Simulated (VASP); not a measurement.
# Hf (P6_3/mmc) in VASP: notebook

Hf is run at these levels: PBEsol; tasks: single point, relaxation of cell and atoms.

All numbers are computed with VASP 6.6.1; they aren't measurements. Logs are shortened: lines on timing, memory, paths and dates and some standing lists are left out, and cuts for length are marked.

### 1 The cell of the first run

Symmetry: P6_3/mmc, No. 194, hexagonal system. Conventional cell: a = 3.158 Å, b = 3.158 Å, c = 5.004 Å, α = 90.00°, β = 90.00°, γ = 120.00°. Within 4.1 Å of Hf (site symmetry -6m2) lie 12 Hf at 3.10 to 3.16 Å.

### 2 Single point, PBEsol

INCAR

```
PREC = Accurate ; ENCUT = 500
EDIFF = 1E-6 ; ISMEAR = -1
SIGMA = 0.1 ; LREAL = False
LASPH = True ; NELM = 120
ALGO = Normal ; ISIF = 2
LWAVE = False ; LCHARG = False
GGA = PS ; NBANDS = 17
GGA_COMPAT = False
```

KPOINTS

```
Automatic mesh
0
Gamma
  18 18 10
```

POSCAR

```
Hf
1.0
    3.1581217152      0.0000000000      0.0000000000
   -1.5790608576      2.7350136336      0.0000000000
    0.0000000000      0.0000000000      5.0042329864
Hf
2
Direct
    0.3333333333      0.6666666667      0.2500000000
    0.6666666667      0.3333333333      0.7500000000
```

Potentials or basis: VASP PAW PBE potentials, release 64 (Hf_pv).

Started as:

```sh
> cat potpaw_PBE.64/Hf_pv/POTCAR > POTCAR
> mpirun -np 1 vasp_std > vasp.out
```

OUTCAR:

```text
PREC = Accurate
   ENCUT = 500
   EDIFF = 1E-6
   ISMEAR = -1
   LREAL = False
   LASPH = True
   NELM = 120
   ISIF = 2
   GGA = PS

 ion  position               nearest neighbor table
   1  0.333  0.667  0.250-   2 3.10   2 3.10   2 3.10   2 3.10   2 3.10   2 3.10
   2  0.667  0.333  0.750-   1 3.10   1 3.10   1 3.10   1 3.10   1 3.10   1 3.10

  LATTYP: Found a hexagonal cell.
 ALAT       =     3.1581217152
 C/A-ratio  =     1.5845598864

  Lattice vectors:

 A1 = (   3.1581217152,   0.0000000000,   0.0000000000)
 A2 = (  -1.5790608576,   2.7350136336,   0.0000000000)
 A3 = (   0.0000000000,   0.0000000000,   5.0042329864)

Analysis of symmetry for initial positions (statically):
=====================================================================
 Subroutine PRICEL returns:
 Original cell was already a primitive cell.

 Routine SETGRP: Setting up the symmetry group for a
 hexagonal supercell.

 Subroutine GETGRP returns: Found 24 space group operations
 (whereof 12 operations were pure point group operations)
 out of a pool of 24 trial point group operations.

The static configuration has the point symmetry D_3d.
 The point group associated with its full space group is D_6h.

Analysis of symmetry for dynamics (positions and initial velocities):
=====================================================================
 Subroutine PRICEL returns:
 Original cell was already a primitive cell.

 Routine SETGRP: Setting up the symmetry group for a
 hexagonal supercell.

 Subroutine GETGRP returns: Found 24 space group operations
 (whereof 12 operations were pure point group operations)
 out of a pool of 24 trial point group operations.

The dynamic configuration has the point symmetry D_3d.
 The point group associated with its full space group is D_6h.

 Subroutine INISYM returns: Found 24 space group operations
 (whereof 12 operations are pure point group operations),
 and found     1 'primitive' translations

----------------------------------------------------------------------------------------

                                     Primitive cell

  volume of cell :      43.2241

  direct lattice vectors                    reciprocal lattice vectors
     3.158121715  0.000000000  0.000000000     0.316643907  0.182814445  0.000000000
    -1.579060858  2.735013634  0.000000000     0.000000000  0.365628890  0.000000000
     0.000000000  0.000000000  5.004232986     0.000000000  0.000000000  0.199830824

  length of vectors
     3.158121715  3.158121715  5.004232986     0.365628890  0.365628890  0.199830824

  position of ions in fractional coordinates (direct lattice)
     0.333333333  0.666666667  0.250000000
     0.666666667  0.333333333  0.750000000

  ion indices of the primitive-cell ions
   primitive index   ion index
                 1           1
                 2           2

----------------------------------------------------------------------------------------

 KPOINTS: Automatic mesh

Automatic generation of k-mesh.
 Grid dimensions read from file:
 generate k-points for:   18   18   10

 Generating k-lattice:

  Cartesian coordinates                     Fractional coordinates (reciprocal lattice)
     0.017591328  0.010156358  0.000000000     0.055555556  0.000000000  0.000000000
     0.000000000  0.020312716  0.000000000     0.000000000  0.055555556  0.000000000
     0.000000000  0.000000000  0.019983082     0.000000000  0.000000000  0.100000000

  Length of vectors
     0.020312716  0.020312716  0.019983082

  Shift w.r.t. Gamma in fractional coordinates (k-lattice)
     0.000000000  0.000000000  0.000000000

 Subroutine IBZKPT returns following result:
 ===========================================

 Found    222 irreducible k-points:

 Following reciprocal coordinates:
            Coordinates               Weight
  0.000000  0.000000  0.000000      1.000000
  0.055556  0.000000  0.000000      6.000000
  0.111111  0.000000  0.000000      6.000000
  0.166667  0.000000  0.000000      6.000000
  0.222222 -0.000000  0.000000      6.000000
  0.277778 -0.000000  0.000000      6.000000
[... 16 lines left out ...]
  0.333333  0.111111  0.000000     12.000000
  0.388889  0.111111  0.000000     12.000000
 [... further k-points ...]
   k-points           NKPTS =    222   k-points in BZ     NKDIM =    222   number of bands    NBANDS=     17
   number of dos      NEDOS =    301   number of ions     NIONS =      2
   total plane-waves  NPLWV =  20736
   dimension x,y,z NGX =    24 NGY =   24 NGZ =   36
   dimension x,y,z NGXF=    48 NGYF=   48 NGZF=   72
   ions per type =               2
   NGX,Y,Z   is equivalent  to a cutoff of  12.63, 12.63, 11.96 a.u.
   NGXF,Y,Z  is equivalent  to a cutoff of  25.27, 25.27, 23.92 a.u.
 SYSTEM =  unknown system
   PREC   = accura    normal or accurate (medium, high low for compatibility)
   ISTART =      0    job   : 0-new  1-cont  2-samecut
   ICHARG =      2    charge: 1-file 2-atom 10-const
   ISPIN  =      1    spin polarized calculation?
   LNONCOLLINEAR =      F non collinear calculations
   LSORBIT =      F    spin-orbit coupling
   LASPH  =      T    aspherical Exc in radial PAW
   ENCUT  =  500.0 eV  36.75 Ry    6.06 a.u.   5.76  5.76  9.12*2*pi/ulx,y,z
   NELM   =    120;   NELMIN=  2; NELMDL= -5     # of ELM steps
   EDIFF  = 0.1E-05   stopping-criterion for ELM
   LREAL  =      F    real-space projection
   EDIFFG = 0.1E-04   stopping-criterion for IOM
   NSW    =      0    number of steps for IOM
   IBRION =     -1    ionic relax: 0-MD 1-quasi-New 2-CG
   NFREE  =      0    steps in history (QN), initial steepest desc. (CG)
   ISIF   =      2    stress and relaxation
   ISYM   =      2    0-nonsym 1-usesym 2-fastsym
   POTIM  = 0.5000    time-step for ionic-motion
   TEBEG  =    0.0;   TEEND  =   0.0 temperature during run
   PSTRESS=    0.0 pullay stress
   NELECT =      20.0000    total number of electrons
   NUPDOWN=      -1.0000    fix difference up-down
   EMIN   =  10.00;   EMAX   =-10.00  energy-range for DOS
   EFERMI =   0.00;   METHOD = LEGACY
   ISMEAR =    -1;   SIGMA  =   0.10  broadening in eV -4-tet -1-fermi 0-gaus
   EFERMI_NEDOS =   21; number of points for ismear=-14 and -15
   IALGO  =     38    algorithm
   IMIX   =      4    mixing-type and parameters
     AMIX     =   0.40;   BMIX     =  1.00
     AMIX_MAG =   1.60;   BMIX_MAG =  1.00
  volume/ion in A,a.u.               =      21.61       145.85
  Fermi-wavevector in a.u.,A,eV,Ry     =   1.266221  2.392811 21.814436  1.603316
  Thomas-Fermi vector in A             =   2.399433
   LORBIT       =      0    0 simple, 1 ext, 2 COOP (PROOUT), +10 PAW based schemes
   GGA     = PS    functional components
   LHFCALC =     F    Hartree Fock is set to
   AEXX    =    0.0000 exact exchange contribution
   IVDW    =     0    specifies the selected vdW correction
   LEPSILON=     F    determine dielectric tensor
   LRPA    =     F    only Hartree local field effects (RPA)
 non-spin polarized calculation
  energy-cutoff  :      500.00
  volume of cell :       43.22
 maximum number of plane-waves:      1114
 NGX is ok and might be reduce to    24
   NGX = 11   NGY = 11   NGZ = 19

 number of electron      19.9999996 magnetization

 Free energy of the ion-electron system (eV)
  ---------------------------------------------------
  ext. energy  EPLUGINS =         0.00000000
  ---------------------------------------------------
  free energy    TOTEN  =       -21.03242203 eV

  energy without entropy =      -20.97719732  energy(sigma->0) =      -21.00480968

 E-fermi :   4.9825     XC(G=0): -11.5500

 val. band max:        4.9749440455   @ k =   0.3889   0.2222   0.3000
 cond. band min:       4.9884497610   @ k =   0.2222   0.2222   0.5000
 fundamental gap:      0.0135057156
 Fermi energy:         4.9824682844

 k-point     1 :       0.0000    0.0000    0.0000
  band No.  band energies     occupation
      1     -26.0025      2.00000
      2     -25.1682      2.00000
      3     -25.1682      2.00000
      4     -25.0257      2.00000
      5     -25.0257      2.00000
      6     -25.0253      2.00000
[... 9 lines left out ...]
     16       7.7049      0.00000
     17      10.5185      0.00000

 k-point     2 :       0.0556    0.0000    0.0000
  band No.  band energies     occupation
      1     -25.9935      2.00000
      2     -25.1879      2.00000
      3     -25.1748      2.00000
      4     -25.0466      2.00000
      5     -25.0294      2.00000
      6     -25.0283      2.00000
[... 9 lines left out ...]
     16       7.6079      0.00000
     17      10.5991      0.00000

 k-point     3 :       0.1111    0.0000    0.0000
  band No.  band energies     occupation
      1     -25.9668      2.00000
      2     -25.2446      2.00000
      3     -25.1935      2.00000
      4     -25.1060      2.00000
      5     -25.0417      2.00000
      6     -25.0360      2.00000
[... 9 lines left out ...]
     16       7.3793      0.00000
     17      10.7982      0.00000

 k-point     4 :       0.1667    0.0000    0.0000
  band No.  band energies     occupation
      1     -25.9242      2.00000
      2     -25.3315      2.00000
      3     -25.2213      2.00000
      4     -25.1947      2.00000
      5     -25.0624      2.00000
      6     -25.0485      2.00000
[... 9 lines left out ...]
     16       7.8030      0.00000
     17      11.0388      0.00000
[... 343 lines left out ...]
      1     -25.7121      2.00000
      2     -25.6454      2.00000
      3     -25.5306      2.00000
      4     -25.3337      2.00000
      5     -25.1839      2.00000
      6     -25.1443      2.00000
[... 9 lines left out ...]
     16      10.4375      0.00000
     17      11.3628      0.00000

 k-point    23 :       0.3333    0.1111    0.0000
  band No.  band energies     occupation
      1     -25.7256      2.00000
      2     -25.6448      2.00000
      3     -25.5843      2.00000
      4     -25.3736      2.00000
      5     -25.2303      2.00000
      6     -25.1625      2.00000
[... 9 lines left out ...]
     16      11.2827      0.00000
     17      11.4199      0.00000

 k-point    24 :       0.3889    0.1111    0.0000
  band No.  band energies     occupation
      1     -25.7775      2.00000
      2     -25.6192      2.00000
      3     -25.5902      2.00000
      4     -25.3993      2.00000
      5     -25.2711      2.00000
      6     -25.1743      2.00000
[... 9 lines left out ...]
     16      11.4507      0.00000
     17      12.0271      0.00000

 [... further k-points ...]
[... 5 lines left out ...]
  --------------------------------------------------------------------------------------
  -------------------------------------------------------------------------------------
  Total       -0.0867576     -0.0867576     -0.1147706      0.0000000      0.0000000     -0.0000000
  in kB       -3.2158249     -3.2158249     -4.2541751      0.0000000      0.0000000     -0.0000000
  external PRESSURE =      -3.5619416 kB  Pullay stress =       0.0000000 kB

 VOLUME and BASIS-vectors are now :
 -----------------------------------------------------------------------------
  energy-cutoff  :      500.00
  volume of cell :       43.22
      direct lattice vectors                 reciprocal lattice vectors
     3.158121715  0.000000000  0.000000000     0.316643907  0.182814445  0.000000000
    -1.579060858  2.735013634  0.000000000     0.000000000  0.365628890  0.000000000
     0.000000000  0.000000000  5.004232986     0.000000000  0.000000000  0.199830824

 POSITION                                       TOTAL-FORCE (eV/Angst)
 -----------------------------------------------------------------------------------
     -0.00000      1.82334      1.25106         0.000000      0.000000      0.000000
      1.57906      0.91167      3.75317        -0.000000      0.000000      0.000000
 -----------------------------------------------------------------------------------
    total drift:                               -0.000000      0.000000     -0.000000

  FREE ENERGIE OF THE ION-ELECTRON SYSTEM (eV)
  ---------------------------------------------------
  free  energy   TOTEN  =       -21.0324220348 eV

  energy  without entropy=      -20.9771973178  energy(sigma->0) =      -21.00480968
```

Run time: 55 s. Hardware: 1 thread of Intel Xeon Platinum 8488C (Sapphire Rapids), shared host; peak memory 0.25 GiB.

Results:

```
Free energy            : -21.0324 eV
Pressure               : -0.4 GPa
Band gap on the k mesh : zero (bands 10 and 11 overlap by 1.57 eV)
```

Levels at points of the mesh, in eV from the Fermi level:
```csv
k point,band 6,band 7,band 8,band 9,band 10,band 11,band 12,band 13,band 14,band 15
"(0.00, 0.00, 0.00)",-30.01,-7.49,-3.81,0.80,1.19,1.19,1.47,2.05,2.05,2.72
"(0.50, 0.00, 0.00)",-30.11,-3.40,-2.86,-2.32,-0.70,0.79,0.92,1.75,6.15,6.68
"(0.00, 0.00, 0.50)",-30.08,-5.45,-5.45,0.15,0.15,1.08,1.08,1.08,1.08,4.98
"(0.50, 0.00, 0.50)",-30.23,-3.51,-3.51,-1.04,-1.04,1.33,1.33,2.74,2.74,6.34
```

Caveat: the PAW data sets were made with another functional, which shifts forces and pressure a little; spin-orbit coupling is left out, which moves the levels of the heavy elements.

### 3 Relaxation of cell and atoms, PBEsol

This run uses another cell than the first one, of 22.38 Å³/atom.

INCAR

```
SYSTEM = Hf
PREC = Accurate
ENCUT = 500
EDIFF = 1E-7
ISMEAR = -1
SIGMA = 0.1
LREAL = .FALSE.
LASPH = .TRUE.
NELM = 120
ALGO = Normal
ISIF = 3
LWAVE = .FALSE.
LCHARG = .FALSE.
GGA = PS
IBRION = 2
NSW = 100
EDIFFG = -0.002
GGA_COMPAT = .FALSE.
NELMIN = 4
```

KPOINTS

```
Automatic mesh
0
G
  18 18 10
  0 0 0
```

POSCAR

```
Hf
1.0
    3.1967000000      0.0000000000      0.0000000000
   -1.5983500000      2.7684234083      0.0000000000
    0.0000000000      0.0000000000      5.0578000000
Hf
2
Direct
    0.3333333333      0.6666666667      0.2500000000
    0.6666666667      0.3333333333      0.7500000000
```

Potentials or basis: VASP PAW PBE potentials, release 64 (Hf_pv).

Started as:

```sh
> cat potpaw_PBE.64/Hf_pv/POTCAR > POTCAR
> mpirun -np 1 vasp_std > vasp.out
```

Run time: 4.1 min. Hardware: 1 thread of Intel Xeon Platinum 8488C (Sapphire Rapids), shared host; peak memory 0.26 GiB.

It converged, with:

```yaml
Free_energy: -21.0329 eV
Relaxed_volume: 21.54 Å³/atom
Relaxed_cell: a = 3.155 Å, b = 3.155 Å, c = 4.997 Å, α = 90.00°, β = 90.00°, γ = 120.00°
Space_group_after_relaxing_to_0.1_Å: P6_3/mmc (No. 194)
Energy_gained_by_relaxing: 11.0 meV/atom
Ionic_steps: 8
Pressure_after_relaxing: 0.0 GPa
Band_gap_on_the_k_mesh: zero (bands 10 and 11 overlap by 1.57 eV)
```

The path:
```tsv
step	energy change (eV)	largest force (eV/Å)	pressure (GPa)	volume (Å³)
1	0.0000	0.0000	-4.10	44.76
2	0.0112	0.0000	5.71	41.15
3	-0.0220	0.0000	-0.04	43.10
4	-0.0220	0.0000	0.05	43.07
5	-0.0221	0.0000	-0.05	43.10
6	-0.0221	0.0000	-0.04	43.10
7	-0.0221	0.0000	0.01	43.08
8	-0.0221	0.0000	0.00	43.08
```

Final structure:
```
Hf
1.0
     3.15533    0.00000    0.00000
    -1.57767    2.73260    0.00000
     0.00000    0.00000    4.99692
Hf
2
Direct
  0.33333 0.66667 0.25000
  0.66667 0.33333 0.75000
```

Levels at points of the mesh, in eV from the Fermi level:
```
           k point  band 8  band 9  band 10  band 11  band 12  band 13
(0.00, 0.00, 0.00)   -3.82    0.82     1.19     1.19     1.48     2.05
(0.50, 0.00, 0.00)   -2.88   -2.33    -0.70     0.79     0.93     1.75
(0.00, 0.00, 0.50)   -5.45    0.15     0.15     1.08     1.08     1.08
(0.50, 0.00, 0.50)   -3.52   -1.04    -1.04     1.34     1.34     2.74
```

Caveat: the PAW data sets were made with another functional, which shifts forces and pressure a little; spin-orbit coupling is left out, which moves the levels of the heavy elements.
